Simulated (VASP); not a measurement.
Input of a VASP 6.6.1 run:

File INCAR:

```
ALGO = Normal ; EDIFF = 1E-8
ENCUT = 520 ; GGA = PS
IBRION = 8 ; ISIF = 2
ISMEAR = -1 ; LASPH = True
LCHARG = True ; LREAL = False
LWAVE = False ; NBANDS = 18
NELM = 100 ; NSW = 1
PREC = Accurate ; SIGMA = 0.15
```

KPOINTS

```
k-points
0
Gamma
  15 15 8
```

Contents of POSCAR:

```
La
1.0
    3.6656840247      0.0000000000      0.0000000000
   -1.8328420123      3.1745754876      0.0000000000
    0.0000000000      0.0000000000      5.9794030235
La
2
Direct
    0.3333333333      0.6666666667      0.2500000000
    0.6666666667      0.3333333333      0.7500000000
```

Potentials or basis: VASP PAW PBE potentials, release 64 (La).

Launch:

```console
$ cat potpaw_PBE.64/La/POTCAR > POTCAR
$ mpirun -np 1 vasp_std > vasp.out
```

Question: What does it give for the highest phonon frequency at Γ?

Answer: 83 cm⁻¹.

Phonon frequencies in cm⁻¹ (negative: imaginary):
```csv
q point,frequencies
"(0.000, 0.000, 0.000)",0 0 0 32 32 83
```
